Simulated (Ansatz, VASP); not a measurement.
**One calculation of HC18, two programs**

```
CELL_PARAMETERS angstrom
7.39800 0.00000 0.00000
-3.69900 6.40686 0.00000
0.00000 0.00000 12.00000
ATOMIC_POSITIONS crystal
C 0.01367 0.01062 0.08628
C 0.23335 0.11740 0.08926
C 0.01166 0.33883 0.09174
C 0.23314 0.44957 0.09212
C 0.01366 0.66904 0.08622
C 0.23334 0.78196 0.08924
C 0.34393 0.00497 0.08860
C 0.56647 0.11624 0.08892
C 0.34388 0.33883 0.09174
C 0.56531 0.44937 0.08925
C 0.34388 0.67105 0.09174
C 0.56532 0.78194 0.08929
C 0.67775 0.00496 0.08862
C 0.90077 0.11739 0.08930
C 0.67774 0.33878 0.08860
C 0.90076 0.44937 0.08923
C 0.67209 0.66904 0.08627
C 0.89980 0.78291 0.06779
H 0.89980 0.78294 0.97330
```

Alike in both runs: functional PBEsol; k mesh 2 × 2 × 1; occupations gaussian, width 0.05 eV; collinear spin.

Ansatz relaxed the structure, and its values are those at the end. VASP's run is a single point on that final structure, the one shown.

|  | VASP | Ansatz |
| --- | --- | --- |
| version | VASP 6.6.1 | Ansatz 0.2.0 |
| potentials or method | VASP PAW PBE potentials, release 64 (C, H), cutoff 520 eV | scalar-relativistic, plane waves, PAW |
| valence electrons in the cell | 73 | 73 |

|  | VASP | Ansatz | Ansatz less VASP |
| --- | --- | --- | --- |
| rms of the force components (eV/Å) | 0.009 | 0.003 | -0.0060 |
| net moment per atom (μB) | 0.00 | 0.00 | 0.000 |

VASP's potentials were made for PBE, not for PBEsol. The functional is the same, so the differences come from potentials, cutoffs and numerics. Ansatz's warnings: filled band counts differ across k points, seeded moment not kept.

The k mesh is coarse, so the values compare programs but aren't converged.
